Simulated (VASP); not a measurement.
# YSb3As4: density of states with PBE

YSb3As4:

```
CELL_PARAMETERS angstrom
5.95323 0.00000 0.00000
0.00000 5.95323 0.00000
0.00000 0.00000 5.95323
ATOMIC_POSITIONS crystal
Y 0.00000 0.00000 0.00000
Sb 0.50000 0.00000 0.00000
Sb 0.00000 0.50000 0.00000
Sb 0.00000 0.00000 0.50000
As 0.00000 0.50000 0.50000
As 0.50000 0.00000 0.50000
As 0.50000 0.50000 0.00000
As 0.50000 0.50000 0.50000
```

```yaml
Program: VASP 6.6.1
Task: density of states
Functional: PBE
Potentials_or_basis: VASP PAW PBE potentials, release 64 (Y_sv, Sb, As)
Cutoff: 520 eV
k_mesh: 6 × 6 × 6
Occupations: gaussian, width 0.1 eV
Spin: no spin polarisation
Dipole_correction: no
k_mesh_for_the_DOS: 9 × 9 × 9
Occupations_for_the_DOS: tetrahedron
Further_INCAR_settings: ALGO = Normal; EDIFF = 1e-06; NBANDS = 33
```

| Item | Value |
| --- | --- |
| Valence electrons inside the program's atomic spheres | Y 9.68; Sb 2.45; As 2.60, 2.56 |

Levels at points of the mesh, in eV from the Fermi level:
```csv
k point,band 19,band 20,band 21,band 22,band 23,band 24,band 25,band 26,band 27,band 28
"(0.00, 0.00, 0.00)",-2.33,-2.33,0.30,0.30,0.30,1.17,1.17,1.17,3.44,3.44
```

It took 2.4 min on 1 thread of Intel(R) Xeon(R) 6975P-C (Granite Rapids), with other jobs on the host, peak memory 0.46 GiB.

Caveat: spin-orbit coupling is left out, which moves the levels of the heavy elements.
